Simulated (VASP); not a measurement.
**Ga2O3: single point with PBE**

Crystal: Ga2O3.

```
CELL_PARAMETERS angstrom
6.12741 -1.51956 -0.00256
6.12741 1.51956 -0.00256
-1.38364 0.00000 5.52826
ATOMIC_POSITIONS crystal
Ga 0.34044 0.34044 0.68762
Ga 0.65956 0.65956 0.31238
Ga 0.91139 0.91139 0.20905
Ga 0.08861 0.08861 0.79095
O 0.50228 0.50228 0.74334
O 0.49772 0.49772 0.25666
O 0.82680 0.82680 0.43761
O 0.17320 0.17320 0.56239
O 0.16542 0.16542 0.10706
O 0.83458 0.83458 0.89294
```

This cell differs from its parent crystal: uniaxial z strain -2.0%.

```
Program             : VASP 6.6.1
Task                : single point
Functional          : PBE
Potentials or basis : VASP PAW PBE potentials, release 64 (Ga_d, O)
Cutoff              : 520 eV
k mesh              : 8 × 8 × 4
Occupations         : fermi-dirac, width 0.02 eV
Spin                : no spin polarisation
```

- Pressure: 13.0 GPa
- Largest force: 0.244 eV/Å
- Band gap on the k mesh: 2.49 eV

Forces in eV/Å, atoms in the order of the input:
```
Ga   0.043  0.000  0.020
Ga  -0.043  0.000 -0.020
Ga   0.006  0.000  0.000
Ga  -0.006  0.000  0.000
O   -0.067  0.000 -0.062
O    0.067  0.000  0.062
O    0.006  0.000  0.043
O   -0.006  0.000 -0.043
O    0.244  0.000  0.015
O   -0.244  0.000 -0.015
```

Stress tensor (GPa, compression positive):
```
11.73  0.00  0.41
 0.00 11.65  0.00
 0.41  0.00 15.77
```

Levels at points of the mesh, in eV from the valence-band top:
```csv
k point,band 40,band 41,band 42,band 43,band 44,band 45,band 46,band 47,band 48,band 49
"(0.00, 0.00, 0.00)",-0.76,-0.74,-0.54,-0.31,0.00,2.49,5.83,6.61,6.80,7.84
"(0.50, 0.00, 0.00)",-1.35,-0.74,-0.71,-0.51,-0.10,5.73,6.72,7.40,7.61,8.06
"(0.50, 0.50, 0.00)",-1.13,-0.76,-0.73,-0.49,-0.13,4.65,4.94,5.68,6.61,8.03
"(0.00, 0.00, 0.50)",-1.45,-0.75,-0.73,-0.55,-0.33,4.79,5.02,6.81,7.22,7.76
"(0.50, 0.00, 0.50)",-1.31,-1.18,-1.12,-0.78,-0.70,7.02,7.03,7.98,8.01,8.65
"(0.50, 0.50, 0.50)",-0.80,-0.73,-0.66,-0.63,-0.03,5.28,5.33,6.31,6.61,6.96
```

Run time: 9.1 min on 1 thread of Intel(R) Xeon(R) 6975P-C (Granite Rapids), with other jobs on the host, peak memory 0.5 GiB.

Caveat: the cell differs from its parent crystal (uniaxial z strain -2.0%); the cell stands under pressure. A k mesh can miss the band edges.
